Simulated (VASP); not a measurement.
# Pb (P6_3/mmc) in VASP: notebook

Pb is run at these levels: revPBE, PBEsol; tasks: relaxation of cell and atoms, single point.

All numbers are computed with VASP 6.6.1; they aren't measurements. Logs are shortened: lines on timing, memory, paths and dates and some standing lists are left out, and cuts for length are marked.

## (1) The cell of the first run

It takes space group P6_3/mmc (No. 194, hexagonal). Conventional cell: a = 3.480 Å, b = 3.480 Å, c = 5.590 Å, α = 90.00°, β = 90.00°, γ = 120.00°. Pb (site symmetry -6m2) has 12 Pb at 3.44 to 3.48 Å within 4.5 Å.

## (2) Relaxation of cell and atoms, revPBE

Contents of INCAR:

```
ALGO = Normal
EDIFF = 1E-6
EDIFFG = -0.01
ENCUT = 600
GGA = RE
IBRION = 2
ISIF = 3
ISMEAR = -1
LASPH = T
LCHARG = F
LREAL = F
LWAVE = F
NELM = 60
NSW = 60
PREC = Accurate
SIGMA = 0.05
```

Contents of KPOINTS:

```
k-points
0
Gamma
  9 9 5
```

Contents of POSCAR:

```
Pb
1.0
    3.4800000000      0.0000000000      0.0000000000
   -1.7400000000      3.0137684052      0.0000000000
    0.0000000000      0.0000000000      5.5900000000
Pb
2
Direct
    0.6666666667      0.3333333333      0.7500000000
    0.3333333333      0.6666666667      0.2500000000
```

Potentials or basis: VASP PAW PBE potentials, release 64 (Pb_d).

Command:

```console
cat potpaw_PBE.64/Pb_d/POTCAR > POTCAR
mpirun -np 1 vasp_std > vasp.out
```

OUTCAR:

```text
EDIFF = 1E-6
   EDIFFG = -0.01
   ENCUT = 600
   GGA = RE
   IBRION = 2
   ISIF = 3
   ISMEAR = -1
   LASPH = T
   LREAL = F
   NELM = 60
   NSW = 60
   PREC = Accurate

 ion  position               nearest neighbor table
   1  0.667  0.333  0.750-   2 3.44   2 3.44   2 3.44   2 3.44   2 3.44   2 3.44
   2  0.333  0.667  0.250-   1 3.44   1 3.44   1 3.44   1 3.44   1 3.44   1 3.44

  LATTYP: Found a hexagonal cell.
 ALAT       =     3.4800000000
 C/A-ratio  =     1.6063218391

  Lattice vectors:

 A1 = (   3.4800000000,   0.0000000000,   0.0000000000)
 A2 = (  -1.7400000000,   3.0137684052,   0.0000000000)
 A3 = (   0.0000000000,   0.0000000000,   5.5900000000)

Analysis of symmetry for initial positions (statically):
=====================================================================
 Subroutine PRICEL returns:
 Original cell was already a primitive cell.

 Routine SETGRP: Setting up the symmetry group for a
 hexagonal supercell.

 Subroutine GETGRP returns: Found 24 space group operations
 (whereof 12 operations were pure point group operations)
 out of a pool of 24 trial point group operations.

The static configuration has the point symmetry D_3d.
 The point group associated with its full space group is D_6h.

Analysis of symmetry for dynamics (positions and initial velocities):
=====================================================================
 Subroutine PRICEL returns:
 Original cell was already a primitive cell.

 Routine SETGRP: Setting up the symmetry group for a
 hexagonal supercell.

 Subroutine GETGRP returns: Found 24 space group operations
 (whereof 12 operations were pure point group operations)
 out of a pool of 24 trial point group operations.

The dynamic configuration has the point symmetry D_3d.
 The point group associated with its full space group is D_6h.

 Subroutine INISYM returns: Found 24 space group operations
 (whereof 12 operations are pure point group operations),
 and found     1 'primitive' translations

----------------------------------------------------------------------------------------

                                     Primitive cell

  volume of cell :      58.6274

  direct lattice vectors                    reciprocal lattice vectors
     3.480000000  0.000000000  0.000000000     0.287356322  0.165905250  0.000000000
    -1.740000000  3.013768405  0.000000000     0.000000000  0.331810500  0.000000000
     0.000000000  0.000000000  5.590000000     0.000000000  0.000000000  0.178890877

  length of vectors
     3.480000000  3.480000000  5.590000000     0.331810500  0.331810500  0.178890877

  position of ions in fractional coordinates (direct lattice)
     0.666666667  0.333333333  0.750000000
     0.333333333  0.666666667  0.250000000

  ion indices of the primitive-cell ions
   primitive index   ion index
                 1           1
                 2           2

----------------------------------------------------------------------------------------

 KPOINTS: k-points

Automatic generation of k-mesh.
 Grid dimensions read from file:
 generate k-points for:    9    9    5

 Generating k-lattice:

  Cartesian coordinates                     Fractional coordinates (reciprocal lattice)
     0.031928480  0.018433917  0.000000000     0.111111111 -0.000000000  0.000000000
     0.000000000  0.036867833  0.000000000     0.000000000  0.111111111  0.000000000
     0.000000000  0.000000000  0.035778175     0.000000000  0.000000000  0.200000000

  Length of vectors
     0.036867833  0.036867833  0.035778175

  Shift w.r.t. Gamma in fractional coordinates (k-lattice)
     0.000000000  0.000000000  0.000000000

 Subroutine IBZKPT returns following result:
 ===========================================

 Found     36 irreducible k-points:

 Following reciprocal coordinates:
            Coordinates               Weight
  0.000000  0.000000  0.000000      1.000000
  0.111111  0.000000  0.000000      6.000000
  0.222222  0.000000  0.000000      6.000000
  0.333333  0.000000  0.000000      6.000000
  0.444444  0.000000  0.000000      6.000000
  0.111111  0.111111  0.000000      6.000000
[... 16 lines left out ...]
  0.333333  0.222222  0.200000     24.000000
  0.333333  0.333333  0.200000      4.000000
 [... further k-points ...]
   k-points           NKPTS =     36   k-points in BZ     NKDIM =     36   number of bands    NBANDS=     18
   number of dos      NEDOS =    301   number of ions     NIONS =      2
   total plane-waves  NPLWV =  37632
   dimension x,y,z NGX =    28 NGY =   28 NGZ =   48
   dimension x,y,z NGXF=    56 NGYF=   56 NGZF=   96
   ions per type =               2
   NGX,Y,Z   is equivalent  to a cutoff of  13.38, 13.38, 14.28 a.u.
   NGXF,Y,Z  is equivalent  to a cutoff of  26.75, 26.75, 28.55 a.u.
 SYSTEM =  unknown system
   PREC   = accura    normal or accurate (medium, high low for compatibility)
   ISTART =      0    job   : 0-new  1-cont  2-samecut
   ICHARG =      2    charge: 1-file 2-atom 10-const
   ISPIN  =      1    spin polarized calculation?
   LNONCOLLINEAR =      F non collinear calculations
   LSORBIT =      F    spin-orbit coupling
   LASPH  =      T    aspherical Exc in radial PAW
   ENCUT  =  600.0 eV  44.10 Ry    6.64 a.u.   6.95  6.95 11.16*2*pi/ulx,y,z
   NELM   =     60;   NELMIN=  2; NELMDL= -5     # of ELM steps
   EDIFF  = 0.1E-05   stopping-criterion for ELM
   LREAL  =      F    real-space projection
   EDIFFG = -.1E-01   stopping-criterion for IOM
   NSW    =     60    number of steps for IOM
   IBRION =      2    ionic relax: 0-MD 1-quasi-New 2-CG
   NFREE  =      1    steps in history (QN), initial steepest desc. (CG)
   ISIF   =      3    stress and relaxation
   ISYM   =      2    0-nonsym 1-usesym 2-fastsym
   POTIM  = 0.5000    time-step for ionic-motion
   TEBEG  =    0.0;   TEEND  =   0.0 temperature during run
   PSTRESS=    0.0 pullay stress
   NELECT =      28.0000    total number of electrons
   NUPDOWN=      -1.0000    fix difference up-down
   EMIN   =  10.00;   EMAX   =-10.00  energy-range for DOS
   EFERMI =   0.00;   METHOD = LEGACY
   ISMEAR =    -1;   SIGMA  =   0.05  broadening in eV -4-tet -1-fermi 0-gaus
   EFERMI_NEDOS =   21; number of points for ismear=-14 and -15
   IALGO  =     38    algorithm
   IMIX   =      4    mixing-type and parameters
     AMIX     =   0.40;   BMIX     =  1.00
     AMIX_MAG =   1.60;   BMIX_MAG =  1.00
  volume/ion in A,a.u.               =      29.31       197.82
  Fermi-wavevector in a.u.,A,eV,Ry     =   1.279658  2.418203 22.279870  1.637524
  Thomas-Fermi vector in A             =   2.412131
   LORBIT       =      0    0 simple, 1 ext, 2 COOP (PROOUT), +10 PAW based schemes
   GGA     = RE    functional components
   LHFCALC =     F    Hartree Fock is set to
   AEXX    =    0.0000 exact exchange contribution
   IVDW    =     0    specifies the selected vdW correction
   LEPSILON=     F    determine dielectric tensor
   LRPA    =     F    only Hartree local field effects (RPA)
 conjugate gradient relaxation of ions
 non-spin polarized calculation
  energy-cutoff  :      600.00
  volume of cell :       58.63
 maximum number of plane-waves:      1971
 NGX is ok and might be reduce to    28
   NGX = 13   NGY = 13   NGZ = 23

--------------------------------------- Ionic step        1  -------------------------------------------

 number of electron      27.9999996 magnetization

 Free energy of the ion-electron system (eV)
  ---------------------------------------------------
  ext. energy  EPLUGINS =         0.00000000
  ---------------------------------------------------
  free energy    TOTEN  =        -6.33206476 eV

  energy without entropy =       -6.32161569  energy(sigma->0) =       -6.32684022

 E-fermi :   7.7269     XC(G=0): -10.2811

 val. band max:        7.7251279379   @ k =   0.3333   0.1111   0.2000
 cond. band min:       7.8077679675   @ k =   0.2222   0.1111   0.4000
 fundamental gap:      0.0826400296
 Fermi energy:         7.7269275730

 k-point     1 :       0.0000    0.0000    0.0000
  band No.  band energies     occupation
      1      -9.4235      2.00000
      2      -9.3772      2.00000
      3      -9.3772      2.00000
      4      -9.3746      2.00000
      5      -9.3525      2.00000
      6      -9.3525      2.00000
[... 10 lines left out ...]
     17      15.2427      0.00000
     18      15.9257      0.00000
[... 463 lines left out ...]
 k-point    24 :       0.3333    0.3333    0.2000
  band No.  band energies     occupation
      1      -9.4573      2.00000
      2      -9.3841      2.00000
      3      -9.3841      2.00000
      4      -9.2783      2.00000
      5      -9.2760      2.00000
      6      -9.2760      2.00000
[... 10 lines left out ...]
     17      10.4005      0.00000
     18      10.4005      0.00000

 [... further k-points ...]
[... 5 lines left out ...]
  --------------------------------------------------------------------------------------
  -------------------------------------------------------------------------------------
  Total        1.4740273      1.4740273      2.9030396      0.0000000     -0.0000000      0.0000000
  in kB       40.2823854     40.2823854     79.3345966      0.0000000     -0.0000000      0.0000000
  external PRESSURE =      53.2997892 kB  Pullay stress =       0.0000000 kB

 VOLUME and BASIS-vectors are now :
 -----------------------------------------------------------------------------
  energy-cutoff  :      600.00
  volume of cell :       58.63
      direct lattice vectors                 reciprocal lattice vectors
     3.480000000  0.000000000  0.000000000     0.287356322  0.165905250  0.000000000
    -1.740000000  3.013768405  0.000000000     0.000000000  0.331810500  0.000000000
     0.000000000  0.000000000  5.590000000     0.000000000  0.000000000  0.178890877
[... 181 lines left out ...]
 POSITION                                       TOTAL-FORCE (eV/Angst)
 -----------------------------------------------------------------------------------
      1.76866      1.02114      4.51408        -0.000000      0.000000      0.000000
     -0.00000      2.04227      1.50469         0.000000     -0.000000      0.000000
 -----------------------------------------------------------------------------------
    total drift:                               -0.000000      0.000000      0.000000

  FREE ENERGIE OF THE ION-ELECTRON SYSTEM (eV)
  ---------------------------------------------------
  free  energy   TOTEN  =        -6.4542884693 eV

  energy  without entropy=       -6.4386823067  energy(sigma->0) =       -6.44648539

--------------------------------------- Ionic step        7  -------------------------------------------

 number of electron      28.0000001 magnetization

 Free energy of the ion-electron system (eV)
  ---------------------------------------------------
  ext. energy  EPLUGINS =         0.00000000
  ---------------------------------------------------
  free energy    TOTEN  =        -6.45439900 eV

  energy without entropy =       -6.43853502  energy(sigma->0) =       -6.44646701

 E-fermi :   6.5034     XC(G=0):  -9.7605

 val. band max:        6.4515854937   @ k =   0.2222   0.1111   0.2000
 cond. band min:       6.5161443369   @ k =   0.3333   0.2222   0.0000
 fundamental gap:      0.0645588432
 Fermi energy:         6.5033531850

 k-point     1 :       0.0000    0.0000    0.0000
  band No.  band energies     occupation
      1     -10.5381      2.00000
      2     -10.5373      2.00000
      3     -10.5141      2.00000
      4     -10.5141      2.00000
      5     -10.5003      2.00000
      6     -10.5003      2.00000
[... 10 lines left out ...]
     17      13.6179      0.00000
     18      13.6179      0.00000
[... 463 lines left out ...]
 k-point    24 :       0.3333    0.3333    0.2000
  band No.  band energies     occupation
      1     -10.5468      2.00000
      2     -10.4996      2.00000
      3     -10.4996      2.00000
      4     -10.4266      2.00000
      5     -10.4266      2.00000
      6     -10.4242      2.00000
[... 10 lines left out ...]
     17       8.8179      0.00000
     18       8.8179      0.00000

 [... further k-points ...]
[... 5 lines left out ...]
  --------------------------------------------------------------------------------------
  -------------------------------------------------------------------------------------
  Total       -0.0059675     -0.0059675     -0.0024708      0.0000000      0.0000000     -0.0000000
  in kB       -0.1463081     -0.1463081     -0.0605775      0.0000000      0.0000000     -0.0000000
  external PRESSURE =      -0.1177313 kB  Pullay stress =       0.0000000 kB

 VOLUME and BASIS-vectors are now :
 -----------------------------------------------------------------------------
  energy-cutoff  :      600.00
  volume of cell :       65.35
      direct lattice vectors                 reciprocal lattice vectors
     3.545457595  0.000000000  0.000000000     0.282051039  0.162842244  0.000000000
    -1.772728798  3.070456345  0.000000000     0.000000000  0.325684487  0.000000000
    -0.000000000 -0.000000000  6.002827663     0.000000000  0.000000000  0.166588157

 POSITION                                       TOTAL-FORCE (eV/Angst)
 -----------------------------------------------------------------------------------
      1.77273      1.02349      4.50212        -0.000000      0.000000      0.000000
     -0.00000      2.04697      1.50071         0.000000     -0.000000      0.000000
 -----------------------------------------------------------------------------------
    total drift:                               -0.000000      0.000000      0.000000

  FREE ENERGIE OF THE ION-ELECTRON SYSTEM (eV)
  ---------------------------------------------------
  free  energy   TOTEN  =        -6.4543989999 eV

  energy  without entropy=       -6.4385350166  energy(sigma->0) =       -6.44646701

 reached required accuracy - stopping structural energy minimisation
```

It took 3.4 min on 1 thread of Intel Xeon Platinum 8259CL at 2.50GHz (Skylake/Cascade Lake), shared host; peak memory 0.21 GiB.

Results:

| Item | Value |
| --- | --- |
| Free energy | -6.4544 eV |
| Relaxed volume | 32.67 Å³/atom |
| Relaxed cell | a = 3.545 Å, b = 3.545 Å, c = 6.003 Å, α = 90.00°, β = 90.00°, γ = 120.00° |
| Space group after relaxing (to 0.05 Å) | P6_3/mmc (No. 194) |
| Energy gained by relaxing | 61.2 meV/atom |
| Ionic steps | 7 |
| Pressure after relaxing | 0.0 GPa |
| Band gap on the k mesh | zero (band 14 reaches 12.12 eV, above the bottom of band 15 at 4.84 eV) |

Step by step:
| step | energy change (eV) | largest force (eV/Å) | pressure (GPa) | volume (Å³) |
| --- | --- | --- | --- | --- |
| 1 | 0.0000 | 0.0000 | 5.33 | 58.63 |
| 2 | -0.1159 | 0.0000 | -0.81 | 67.27 |
| 3 | -0.1192 | 0.0000 | -0.07 | 65.81 |
| 4 | -0.1192 | 0.0000 | -0.16 | 65.96 |
| 5 | -0.1207 | 0.0000 | -0.13 | 65.78 |
| 6 | -0.1222 | 0.0000 | 0.05 | 65.22 |
| 7 | -0.1223 | 0.0000 | -0.01 | 65.35 |

Final structure:
```
CELL_PARAMETERS angstrom
3.54546 0.00000 0.00000
-1.77273 3.07046 0.00000
0.00000 0.00000 6.00283
ATOMIC_POSITIONS crystal
Pb 0.66667 0.33333 0.75000
Pb 0.33333 0.66667 0.25000
```

Caveat: the PAW data sets were made with another functional, which shifts forces and pressure a little; spin-orbit coupling is left out, which moves the levels of the heavy elements; the volume moved by +11 % from the deposited cell, more than functionals usually miss.

(Part 1 of 2 ends here.)
